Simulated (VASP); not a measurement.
Here is a VASP 6.6.1 calculation.

File POSCAR:

```
GaN
1.0
    0.0000000000      2.2489525428      2.2489525428
    2.2489525428      0.0000000000      2.2489525428
    2.2489525428      2.2489525428      0.0000000000
Ga N
1 1
Direct
    0.0000000000      0.0000000000      0.0000000000
    0.2500000000      0.2500000000      0.2500000000
```

Contents of INCAR.step1:

```
SYSTEM = GaN
PREC     = Accurate       ! precision mode
ENCUT    = 520            ! plane-wave cutoff, eV
ISMEAR   = 0              ! smearing method
SIGMA    = 0.01           ! smearing width, eV
LREAL    = .FALSE.        ! projectors in reciprocal space
LASPH    = .TRUE.         ! aspherical terms in the spheres
NELM     = 80             ! most SCF steps
NBANDS   = 16             ! bands
GGA      = PE             ! functional
ALGO     = Normal         ! electronic algorithm
EDIFF    = 1E-4           ! SCF threshold, eV
LWAVE    = .TRUE.         ! write WAVECAR
LCHARG   = .FALSE.        ! write CHGCAR
```

The input INCAR.step2:

```
SYSTEM = GaN
PREC     = Accurate       ! precision mode
ENCUT    = 520            ! plane-wave cutoff, eV
EDIFF    = 1E-6           ! SCF threshold, eV
ISMEAR   = 0              ! smearing method
SIGMA    = 0.01           ! smearing width, eV
LREAL    = .FALSE.        ! projectors in reciprocal space
LASPH    = .TRUE.         ! aspherical terms in the spheres
NELM     = 80             ! most SCF steps
ALGO     = Normal         ! electronic algorithm
ISIF     = 2              ! what is computed and relaxed
LWAVE    = .FALSE.        ! write WAVECAR
LCHARG   = .FALSE.        ! write CHGCAR
METAGGA  = R2SCAN         ! meta-GGA
LMIXTAU  = .TRUE.       
NBANDS   = 16             ! bands
ISTART   = 1
```

The input KPOINTS:

```
Automatic mesh
0
G
  10 10 10
  0 0 0
```

Potentials or basis: VASP PAW PBE potentials, release 64 (Ga_d, N).

The run is started by

```console
$ cat potpaw_PBE.64/Ga_d/POTCAR potpaw_PBE.64/N/POTCAR > POTCAR
$ cp INCAR.step1 INCAR
$ mpirun -np 1 vasp_std > vasp.out
$ cp INCAR.step2 INCAR
$ mpirun -np 1 vasp_std > vasp.out
```

Q: What does it give for the pressure?

A: 1.1 GPa.

Q: What does it give for the band gap on the k mesh?

A: 2.16 eV, direct.

Caveat: the PAW data sets were made with another functional, which shifts forces and pressure a little. r2SCAN opens gaps a little over a GGA but as a rule still falls short of measured ones.
